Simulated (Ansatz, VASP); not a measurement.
# Two plane-wave programs on MgSe

```
Mg Se
1.0
     0.00000    2.72550    2.72550
     2.72550    0.00000    2.72550
     2.72550    2.72550    0.00000
Mg Se
1 1
Cartesian
  0.0000 0.0000 0.0000
  2.7255 2.7255 2.7255
```

Alike in both runs: task single point; functional PBE; dispersion D4; k mesh 5 × 5 × 5; no spin polarisation.

|  | VASP | Ansatz |
| --- | --- | --- |
| version | VASP 6.6.1 | Ansatz 0.2.0 |
| potentials or method | VASP PAW PBE potentials, release 64 (Mg, Se) | plane waves, PAW |
| plane-wave cutoff (eV) | 600 | 420 |
| occupations | gaussian, width 0.01 eV | fixed |
| valence electrons in the cell | 8 | 26 |

```csv
,VASP,Ansatz,Ansatz less VASP
gap on the k mesh at the Fermi level (eV),2.20,2.22,+0.023
```

VASP's potentials hold 8 valence electrons a cell and Ansatz's 26, so a difference there can come from the potentials and not from the codes.
